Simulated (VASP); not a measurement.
A run of VASP 6.6.1 is set up as follows.

File INCAR:

```
  PREC = Accurate
  ENCUT = 520
  EDIFF = 1E-6
  ISMEAR = 0
  SIGMA = 0.1
  LREAL = False
  LASPH = True
  NELM = 60
  ALGO = Fast
  ISIF = 2
  LWAVE = False
  LCHARG = False
  GGA = PE
  NBANDS = 12
```

KPOINTS

```
regular mesh
0
Gamma
  20 20 20
```

Contents of POSCAR:

```
Ga
1.0
    2.7694052303      0.0000000000      0.0000000000
    0.0000000000      2.7694052303      0.0000000000
    0.0000000000      0.0000000000      2.7704764606
Ga
1
Direct
    0.0000000000      0.0000000000      0.0000000000
```

Potentials or basis: VASP PAW PBE potentials, release 64 (Ga_d).

Launch:

```sh
$ cat potpaw_PBE.64/Ga_d/POTCAR > POTCAR
$ mpirun -np 1 vasp_std > vasp.out
```

Problem. Predict the pressure.

Solution. -2.1 GPa.
